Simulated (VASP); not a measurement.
# Ir (Fm-3m) in VASP: a series of runs

Ir is run at these levels: r2SCAN; tasks: single point.

Everything below comes from runs of VASP 6.6.1. Logs are shortened: lines on timing, memory, paths and dates and some standing lists are left out, and cuts for length are marked.

**1. The cell of the first run**

Symmetry: Fm-3m, No. 225, cubic system. Conventional cell: a = 3.846 Å, b = 3.846 Å, c = 3.846 Å, α = 90.00°, β = 90.00°, γ = 90.00°. Within 3.6 Å of Ir (site symmetry m-3m) lie 12 Ir at 2.72 Å.

**2. Single point, r2SCAN, non-collinear spin, zero start, spin-orbit coupling**

POSCAR

```
Ir
1.0
    0.0000000000      1.9228496764      1.9228496764
    1.9228496764      0.0000000000      1.9228496764
    1.9228496764      1.9228496764      0.0000000000
Ir
1
Direct
    0.0000000000      0.0000000000      0.0000000000
```

INCAR.step1

```
SYSTEM = Ir
PREC     = Accurate       ! precision mode
ENCUT    = 520            ! plane-wave cutoff, eV
ISMEAR   = -1             ! smearing method
SIGMA    = 0.1            ! smearing width, eV
LREAL    = .False.        ! projectors in reciprocal space
LASPH    = .True.         ! aspherical terms in the spheres
NELM     = 150            ! most SCF steps
LNONCOLLINEAR= .True.         ! non-collinear magnetism
MAGMOM   = 0 0 0          ! initial moments
LSORBIT  = .True.         ! spin-orbit coupling
GGA_COMPAT= .False.      
LMAXMIX  = 4              ! l up to which the mixer works
NBANDS   = 20             ! bands
GGA      = PE             ! functional
ALGO     = Normal         ! electronic algorithm
EDIFF    = 1E-4           ! SCF threshold, eV
LWAVE    = .True.         ! write WAVECAR
LCHARG   = .False.        ! write CHGCAR
```

INCAR.step2

```
SYSTEM = Ir
PREC     = Accurate       ! precision mode
ENCUT    = 520            ! plane-wave cutoff, eV
EDIFF    = 1E-6           ! SCF threshold, eV
ISMEAR   = -1             ! smearing method
SIGMA    = 0.1            ! smearing width, eV
LREAL    = .False.        ! projectors in reciprocal space
LASPH    = .True.         ! aspherical terms in the spheres
NELM     = 150            ! most SCF steps
ALGO     = Normal         ! electronic algorithm
ISIF     = 2              ! what is computed and relaxed
LWAVE    = .False.        ! write WAVECAR
LCHARG   = .True.         ! write CHGCAR
LNONCOLLINEAR= .True.         ! non-collinear magnetism
MAGMOM   = 0 0 0          ! initial moments
LORBIT   = 11             ! projections on sites
LSORBIT  = .True.         ! spin-orbit coupling
GGA_COMPAT= .False.      
LORBMOM  = .True.       
LMAXMIX  = 4              ! l up to which the mixer works
METAGGA  = R2SCAN         ! meta-GGA
LMIXTAU  = .True.       
LVHAR    = .True.       
NBANDS   = 20             ! bands
ISTART   = 1
```

KPOINTS

```
Automatic mesh
0
Gamma
  14 14 14
  0 0 0
```

Potentials or basis: VASP PAW PBE potentials, release 64 (Ir).

Command:

```sh
cat potpaw_PBE.64/Ir/POTCAR > POTCAR
cp INCAR.step1 INCAR
mpirun -np 1 vasp_ncl > vasp.out
cp INCAR.step2 INCAR
mpirun -np 1 vasp_ncl > vasp.out
```

OUTCAR:

```text
SYSTEM = Ir
   PREC = Accurate
   ENCUT = 520
   EDIFF = 1E-6
   ISMEAR = -1
   LREAL = .False.
   LASPH = .True.
   NELM = 150
   ISIF = 2
   LNONCOLLINEAR = .True.
   LORBIT = 11
   LSORBIT = .True.
   METAGGA = R2SCAN
   ISTART = 1

 ion  position               nearest neighbor table
   1  0.000  0.000  0.000-

  LATTYP: Found a face centered cubic cell.
 ALAT       =     3.8456993528

  Lattice vectors:

 A1 = (   0.0000000000,   1.9228496764,   1.9228496764)
 A2 = (   1.9228496764,   0.0000000000,   1.9228496764)
 A3 = (   1.9228496764,   1.9228496764,   0.0000000000)

Analysis of symmetry for initial positions (statically):
=====================================================================
 Subroutine PRICEL returns:
 Original cell was already a primitive cell.

 Routine SETGRP: Setting up the symmetry group for a
 face centered cubic supercell.

 Subroutine GETGRP returns: Found 48 space group operations
 (whereof 48 operations were pure point group operations)
 out of a pool of 48 trial point group operations.

The static configuration has the point symmetry O_h .

Analysis of symmetry for dynamics (positions and initial velocities):
=====================================================================
 Subroutine PRICEL returns:
 Original cell was already a primitive cell.

 Routine SETGRP: Setting up the symmetry group for a
 face centered cubic supercell.

 Subroutine GETGRP returns: Found 48 space group operations
 (whereof 48 operations were pure point group operations)
 out of a pool of 48 trial point group operations.

The dynamic configuration has the point symmetry O_h .

Analysis of structural, dynamic, and magnetic symmetry:
=====================================================================
 Subroutine PRICEL returns:
 Original cell was already a primitive cell.

 Routine SETGRP: Setting up the symmetry group for a
 face centered cubic supercell.

 Subroutine GETGRP returns: Found 48 space group operations
 (whereof 48 operations were pure point group operations)
 out of a pool of 48 trial point group operations.

The overall configuration has the point symmetry O_h .

 Subroutine INISYM returns: Found 48 space group operations
 (whereof 48 operations are pure point group operations),
 and found     1 'primitive' translations

----------------------------------------------------------------------------------------

                                     Primitive cell

  volume of cell :      14.2189

  direct lattice vectors                    reciprocal lattice vectors
     0.000000000  1.922849676  1.922849676    -0.260030727  0.260030727  0.260030727
     1.922849676  0.000000000  1.922849676     0.260030727 -0.260030727  0.260030727
     1.922849676  1.922849676  0.000000000     0.260030727  0.260030727 -0.260030727

  length of vectors
     2.719320091  2.719320091  2.719320091     0.450386431  0.450386431  0.450386431

  position of ions in fractional coordinates (direct lattice)
     0.000000000  0.000000000  0.000000000

  ion indices of the primitive-cell ions
   primitive index   ion index
                 1           1

----------------------------------------------------------------------------------------

 KPOINTS: Automatic mesh

Automatic generation of k-mesh.
 Grid dimensions read from file:
 generate k-points for:   14   14   14

 Generating k-lattice:

  Cartesian coordinates                     Fractional coordinates (reciprocal lattice)
    -0.018573623  0.018573623  0.018573623     0.071428571  0.000000000  0.000000000
     0.018573623 -0.018573623  0.018573623     0.000000000  0.071428571  0.000000000
     0.018573623  0.018573623 -0.018573623     0.000000000  0.000000000  0.071428571

  Length of vectors
     0.032170459  0.032170459  0.032170459

  Shift w.r.t. Gamma in fractional coordinates (k-lattice)
     0.000000000  0.000000000  0.000000000

 Subroutine IBZKPT returns following result:
 ===========================================
[... 44 lines left out ...]
   LSORBIT =      T    spin-orbit coupling
   LASPH  =      T    aspherical Exc in radial PAW
   ENCUT  =  520.0 eV  38.22 Ry    6.18 a.u.   5.06  5.06  5.06*2*pi/ulx,y,z
   NELM   =    150;   NELMIN=  2; NELMDL=  0     # of ELM steps
   EDIFF  = 0.1E-05   stopping-criterion for ELM
   LREAL  =      F    real-space projection
   EDIFFG = 0.1E-04   stopping-criterion for IOM
   NSW    =      0    number of steps for IOM
   IBRION =     -1    ionic relax: 0-MD 1-quasi-New 2-CG
   NFREE  =      0    steps in history (QN), initial steepest desc. (CG)
   ISIF   =      2    stress and relaxation
   ISYM   =      2    0-nonsym 1-usesym 2-fastsym
   POTIM  = 0.5000    time-step for ionic-motion
   TEBEG  =    0.0;   TEEND  =   0.0 temperature during run
   PSTRESS=    0.0 pullay stress
   NELECT =       9.0000    total number of electrons
   NUPDOWN=      -1.0000    fix difference up-down
   EMIN   =  10.00;   EMAX   =-10.00  energy-range for DOS
   EFERMI =   0.00;   METHOD = LEGACY
   ISMEAR =    -1;   SIGMA  =   0.10  broadening in eV -4-tet -1-fermi 0-gaus
   EFERMI_NEDOS =   21; number of points for ismear=-14 and -15
   IALGO  =     38    algorithm
   IMIX   =      4    mixing-type and parameters
     AMIX     =   0.40;   BMIX     =  1.00
     AMIX_MAG =   1.60;   BMIX_MAG =  1.00
  volume/ion in A,a.u.               =      14.22        95.95
  Fermi-wavevector in a.u.,A,eV,Ry     =   1.405617  2.656231 26.881835  1.975759
  Thomas-Fermi vector in A             =   2.528060
   LORBIT       =     11    0 simple, 1 ext, 2 COOP (PROOUT), +10 PAW based schemes
   METAGGA = R2SCAN    functional components
   LHFCALC =     F    Hartree Fock is set to
   AEXX    =    0.0000 exact exchange contribution
   IVDW    =     0    specifies the selected vdW correction
   LEPSILON=     F    determine dielectric tensor
   LRPA    =     F    only Hartree local field effects (RPA)
  energy-cutoff  :      520.00
  volume of cell :       14.22
 maximum number of plane-waves:       786
   NGX = 11   NGY = 11   NGZ = 11

 number of electron       9.0000000 magnetization       0.0000000      0.0000000      0.0000000

 number of electron       9.0000000 magnetization      -0.0000000     -0.0000000     -0.0000000

 Free energy of the ion-electron system (eV)
  ---------------------------------------------------
  ext. energy  EPLUGINS =         0.00000000
  ---------------------------------------------------
  free energy    TOTEN  =       -52.75483317 eV

  energy without entropy =      -52.72226638  energy(sigma->0) =      -52.73854977

 E-fermi :  10.0460     XC(G=0): -15.2942

 val. band max:       10.0271066193   @ k =   0.3571   0.3571   0.0000
 cond. band min:      10.0595306957   @ k =   0.5000   0.3571   0.1429
 fundamental gap:      0.0324240765
 Fermi energy:        10.0459856869

 k-point     1 :       0.0000    0.0000    0.0000
  band No.  band energies     occupation
      1      -1.3797      1.00000
      2      -1.3797      1.00000
      3       5.7621      1.00000
      4       5.7621      1.00000
      5       5.7621      1.00000
      6       5.7621      1.00000
[... 541 lines left out ...]
     19      32.2149      0.00000
     20      32.2149      0.00000

 [... further k-points ...]

------------------------ aborting loop because EDIFF is reached ----------------------------------------

  FORCE on cell =-STRESS in cart. coord.  units (eV):
  Direction    XX          YY          ZZ          XY          YZ          ZX
  --------------------------------------------------------------------------------------
  -------------------------------------------------------------------------------------
  Total        0.3150489      0.3150489      0.3150489      0.0000000     -0.0000000      0.0000000
  in kB       35.4995313     35.4995313     35.4995313      0.0000000     -0.0000000      0.0000000
  external PRESSURE =      35.4995313 kB  Pullay stress =       0.0000000 kB

 VOLUME and BASIS-vectors are now :
 -----------------------------------------------------------------------------
  energy-cutoff  :      520.00
  volume of cell :       14.22
      direct lattice vectors                 reciprocal lattice vectors
     0.000000000  1.922849676  1.922849676    -0.260030727  0.260030727  0.260030727
     1.922849676  0.000000000  1.922849676     0.260030727 -0.260030727  0.260030727
     1.922849676  1.922849676  0.000000000     0.260030727  0.260030727 -0.260030727

 POSITION                                       TOTAL-FORCE (eV/Angst)
 -----------------------------------------------------------------------------------
      0.00000      0.00000      0.00000         0.000000      0.000000      0.000000
 -----------------------------------------------------------------------------------
    total drift:                                0.000000     -0.000000      0.000000

  FREE ENERGIE OF THE ION-ELECTRON SYSTEM (eV)
  ---------------------------------------------------
  free  energy   TOTEN  =       -52.7548331696 eV

  energy  without entropy=      -52.7222663791  energy(sigma->0) =      -52.73854977

 orbital moment (x)

 # of ion     p       d       tot
 ----------------------------------------
  1         0.000   0.000   0.000
 ----------------------------------------
            0.000   0.000   0.000

 orbital moment (y)

 # of ion     p       d       tot
 ----------------------------------------
  1        -0.000  -0.000  -0.000
 ----------------------------------------
           -0.000  -0.000  -0.000

 orbital moment (z)

 # of ion     p       d       tot
 ----------------------------------------
  1         0.000  -0.000  -0.000
 ----------------------------------------
            0.000  -0.000  -0.000

 Spin-Orbit-Coupling matrix elements

 Ion:    1  E_soc:     -0.7618139
 l=   1
     0.0000000    -0.0371642    -0.0371642
    -0.0371642     0.0000000    -0.0371642
    -0.0371642    -0.0371642     0.0000000
 l=   2
     0.0000000    -0.0154329     0.0000000    -0.0154329    -0.0743718
    -0.0154329     0.0000000    -0.0557789    -0.0154329    -0.0185930
     0.0000000    -0.0557789     0.0000000    -0.0557789     0.0000000
    -0.0154329    -0.0154329    -0.0557789     0.0000000    -0.0185930
    -0.0743718    -0.0185930     0.0000000    -0.0185930     0.0000000
 l=   3
     0.0000000     0.0000000     0.0000000     0.0000000     0.0000000     0.0000000     0.0000000
     0.0000000     0.0000000     0.0000000     0.0000000     0.0000000     0.0000000     0.0000000
     0.0000000     0.0000000     0.0000000     0.0000000     0.0000000     0.0000000     0.0000000
     0.0000000     0.0000000     0.0000000     0.0000000     0.0000000     0.0000000     0.0000000
     0.0000000     0.0000000     0.0000000     0.0000000     0.0000000     0.0000000     0.0000000
     0.0000000     0.0000000     0.0000000     0.0000000     0.0000000     0.0000000     0.0000000
     0.0000000     0.0000000     0.0000000     0.0000000     0.0000000     0.0000000     0.0000000

 total charge

# of ion       s       p       d       tot
------------------------------------------
    1        0.675   0.750   6.955   8.381

 magnetization (x)

# of ion       s       p       d       tot
------------------------------------------
    1        0.000   0.000   0.000   0.000

 magnetization (y)

# of ion       s       p       d       tot
------------------------------------------
    1        0.000   0.000   0.000   0.000

 magnetization (z)

# of ion       s       p       d       tot
------------------------------------------
    1       -0.000  -0.000   0.000  -0.000
```

It took 3.8 min on 1 thread of Intel Xeon Platinum 8375C at 2.90GHz (Ice Lake), shared host; peak memory 0.21 GiB.

Results:

```
Free energy                                           : -52.7548 eV
Pressure                                              : 3.5 GPa
Net moment                                            : 0.00 μB per cell
Valence electrons inside the program's atomic spheres : Ir 8.38
```

Moments on the atoms (μB; x, y, z):
```
Ir  0.00 0.00 0.00
```

Caveat: the PAW data sets were made with another functional, which shifts forces and pressure a little.

**3. Single point, r2SCAN**

POSCAR is that of step 2.

INCAR.step1

```
  PREC = Accurate
  ENCUT = 550
  ISMEAR = 0
  SIGMA = 0.1
  LREAL = F
  LASPH = T
  NELM = 120
  NBANDS = 14
  GGA = PE
  ALGO = Normal
  EDIFF = 1E-5
  LWAVE = T
  LCHARG = F
  GGA_COMPAT = F
```

INCAR.step2

```
  PREC = Accurate
  ENCUT = 550
  EDIFF = 1E-6
  ISMEAR = 0
  SIGMA = 0.1
  LREAL = F
  LASPH = T
  NELM = 120
  ALGO = Normal
  ISIF = 2
  LWAVE = F
  LCHARG = T
  METAGGA = R2SCAN
  LMIXTAU = T
  LELF = T
  LVHAR = T
  NBANDS = 14
  ISTART = 1
  GGA_COMPAT = F
```

KPOINTS

```
regular mesh
0
Gamma
  14 14 14
```

Potentials or basis: VASP PAW PBE potentials, release 64 (Ir_sv_GW).

Command:

```sh
cat potpaw_PBE.64/Ir_sv_GW/POTCAR > POTCAR
cp INCAR.step1 INCAR
mpirun -np 1 vasp_std > vasp.out
cp INCAR.step2 INCAR
mpirun -np 1 vasp_std > vasp.out
```

Wall time 2 min (1 thread of Intel Xeon Platinum 8375C at 2.90GHz (Ice Lake), shared host); peak memory 0.17 GiB.

Results (log left out):

| Property | Result |
| --- | --- |
| Free energy | -52.8960 eV |
| Pressure | -2.4 GPa |

Levels at points of the mesh, in eV from the Fermi level:
```csv
k point,band 6,band 7,band 8,band 9,band 10,band 11
"(0.00, 0.00, 0.00)",-3.86,-3.86,-3.86,-1.18,-1.18,14.39
"(0.50, 0.00, 0.00)",-4.01,-4.01,-0.58,1.04,1.04,7.76
"(0.50, 0.50, 0.00)",-7.45,0.94,1.67,1.67,1.86,11.16
```

Caveat: the PAW data sets were made with another functional, which shifts forces and pressure a little; spin-orbit coupling is left out, which moves the levels of the heavy elements.

(Continued in part 2 of 2.)
